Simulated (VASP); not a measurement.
GaN: relaxation of cell and atoms with PBE

Crystal: GaN.

```
Ga N
1.0
     0.00000    2.87857    2.87857
     2.87857    0.00000    2.87857
     2.87857    2.87857    0.00000
Ga N
2 2
Direct
  0.50000 0.50000 0.50000
  0.75000 0.75000 0.75000
  0.25000 0.25000 0.25000
  0.00000 0.00000 0.00000
```

The cell was built from a structure type or drawn by symmetry, and may not be a known phase.

```
Program                : VASP 6.6.1
Task                   : relaxation of cell and atoms
Functional             : PBE
Potentials or basis    : VASP PAW PBE potentials, release 64 (Ga_d, N)
Cutoff                 : 600 eV
k mesh                 : 14 × 14 × 14
Occupations            : gaussian, width 0.1 eV
Spin                   : no spin polarisation
Dipole correction      : no
Further INCAR settings : ALGO = Normal; EDIFF = 1e-06; IBRION = 2; EDIFFG = -0.01; NSW = 100; ISIF = 3
```

The relaxed volume is 11.88 Å³/atom, the relaxed cell is a = 4.066 Å, b = 4.066 Å, c = 4.066 Å, α = 60.00°, β = 60.00°, γ = 60.00° and the space group after relaxing (to 0.1 Å) is Fd-3m (No. 227). The energy gained by relaxing is 0.1 meV/atom and the ionic steps are 2. The pressure after relaxing is 0.0 GPa. The band gap on the k mesh is zero (bands 18 and 19 overlap by 2.28 eV).

The path:
```csv
step,energy change (eV),largest force (eV/Å),pressure (GPa),volume (Å³)
1,0.0000,0.0000,-0.36,47.70
2,-0.0002,0.0000,0.02,47.52
```

Final structure:
```xyz
4
Lattice="0.0000 2.8748 2.8748 2.8748 0.0000 2.8748 2.8748 2.8748 0.0000" Properties=species:S:1:pos:R:3 pbc="T T T"
Ga    2.8748    2.8748    2.8748
Ga    4.3122    4.3122    4.3122
N     1.4374    1.4374    1.4374
N     5.7496    2.8748    2.8748
```

Levels at points of the mesh, in eV from the Fermi level:
```tsv
k point	band 14	band 15	band 16	band 17	band 18	band 19	band 20	band 21	band 22
(0.00, 0.00, 0.00)	-2.42	-2.42	-2.42	-1.66	-1.66	-1.66	2.53	2.53	2.53
(0.50, 0.00, 0.00)	-3.26	-3.26	-2.22	-1.53	-1.53	-0.15	0.89	2.98	2.98
(0.50, 0.50, 0.00)	-6.30	-5.24	-5.24	0.62	0.62	1.04	1.04	4.15	4.15
```

Wall time 81 s on 1 thread of Intel(R) Xeon(R) 6975P-C (Granite Rapids) (shared host), peak memory 0.28 GiB.
